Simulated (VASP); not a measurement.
Set up this calculation in VASP 6.6.1, as the native input.

- Task: single point
- Functional: PBE
- Potentials or basis: VASP PAW PBE potentials, release 64 (Si, O)
- Cutoff: 520 eV
- k mesh: 2 × 2 × 2
- Occupations: fermi-dirac, width 0.05 eV
- Spin: collinear spin, ferromagnetic start
- Starting moments: [0.0, 0.0, 0.0, 0.0, 0.0, 0.0, 0.0, 0.0, 0.0, 0.0, 0.0, 0.0, 0.0, 0.0, 0.0, 0.0, 1.0] μB
- Dipole correction: no
- Further INCAR settings: LREAL = Auto; ALGO = Normal; EDIFF = 1e-07; NBANDS = 53

The structure of Si16O (a cell with a defect) lies in POSCAR:

```
Si16O
1.0
    0.0000000000      5.4300000000      5.4300000000
    5.4300000000      0.0000000000      5.4300000000
    5.4300000000      5.4300000000      0.0000000000
Si O
16 1
Direct
    0.1080018416     -0.0441528545      0.0135635359
    0.1993093923      0.1324401473      0.1229005525
   -0.0184162063      0.0427624309      0.5132044199
    0.0818508287      0.1933425414      0.6424953959
    0.0164456722      0.5378821363     -0.0211602210
    0.1523848987      0.5984622468      0.1675966851
   -0.0491068140      0.5973756906      0.4912246777
    0.0790791897      0.6848066298      0.6184162063
    0.5817771639     -0.1156077348      0.0153683241
    0.7789226519     -0.0827716390      0.1507090239
    0.5941804788     -0.0700920810      0.4680110497
    0.6113812155      0.0987661142      0.6699263352
    0.4921362799      0.3374401473      0.0850644567
    0.6572559853      0.5230386740      0.1477348066
    0.4993370166      0.4506998158      0.5074217311
    0.5513167587      0.5701933702      0.6992541436
    0.3474769797      0.0541436464      0.4593738490
```

One way to write it, as run:

INCAR

```
PREC     = Accurate       # precision mode
ENCUT    = 520            # plane-wave cutoff, eV
EDIFF    = 1E-7           # SCF threshold, eV
ISMEAR   = -1             # smearing method
SIGMA    = 0.05           # smearing width, eV
LREAL    = Auto         
LASPH    = True           # aspherical terms in the spheres
NELM     = 150            # most SCF steps
ALGO     = Normal         # electronic algorithm
ISIF     = 2              # what is computed and relaxed
LWAVE    = False          # write WAVECAR
LCHARG   = False          # write CHGCAR
ISPIN    = 2              # spin polarisation
MAGMOM   = 0 0 0 0 0 0 0 0 0 0 0 0 0 0 0 0 1 # initial moments
LORBIT   = 11             # projections on sites
GGA      = PE             # functional
NBANDS   = 53             # bands
```

KPOINTS

```
Automatic mesh
0
Gamma
  2 2 2
```

Potentials or basis: VASP PAW PBE potentials, release 64 (Si, O).

Run with:

```console
$ cat potpaw_PBE.64/Si/POTCAR potpaw_PBE.64/O/POTCAR > POTCAR
$ mpirun -np 1 vasp_std > vasp.out
```

Results of the run:

```yaml
Pressure: 1.6 GPa
Largest_force: 3.855 eV/Å
Band_gap_on_the_k_mesh: zero (filled and empty bands overlap)
Net_moment: 0.00 μB per cell
Valence_electrons_inside_the_program's_atomic_spheres: Si 1.66, 1.59, 1.67, 1.53, 1.62, 1.69, 1.72, 1.70, 1.65, 1.56, 1.68, 1.61 (each value once); O 5.06
```

Caveat: the k points lie up to 0.50 Å⁻¹ apart; the atoms stand as in a frame of molecular dynamics.

Wall time 17 min on 1 thread of Intel(R) Xeon(R) Platinum 8488C (Sapphire Rapids), with other jobs on the host, peak memory 0.71 GiB.
